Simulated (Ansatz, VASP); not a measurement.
**One calculation of GdN, two programs**

```
CELL_PARAMETERS angstrom
0.00000 2.45713 2.45713
2.45713 0.00000 2.45713
2.45713 2.45713 0.00000
ATOMIC_POSITIONS crystal
Gd 0.00000 0.00000 0.00000
N 0.50000 0.50000 0.50000
```

Change from the starting cell: volume scaled by 0.95.

Alike in both runs: task single point; functional PBE; k mesh 11 × 11 × 11; occupations fermi-dirac, width 0.05 eV; collinear spin.

```csv
,VASP,Ansatz
version,VASP 6.6.1,Ansatz 0.2.0
potentials or method,"VASP PAW PBE potentials, release 64 (Gd, N), cutoff 520 eV","all-electron LAPW, scalar-relativistic"
```

Ansatz gave:

```
pressure (GPa)                                                : 6.8
net moment per atom (μB)                                      : 3.50
size of the moment on the site where the two differ most (μB) : 6.98
```

Problem. What did VASP give for the same quantities?

Solution. Pressure (GPa): 6.9; net moment per atom (μB): 3.50; size of the moment on the site where the two differ most (μB): 6.80.

Site moments also hang on the region over which each program counts them. Ansatz ran all-electron here, and VASP with PAW potentials.

Spin-orbit coupling is off throughout.
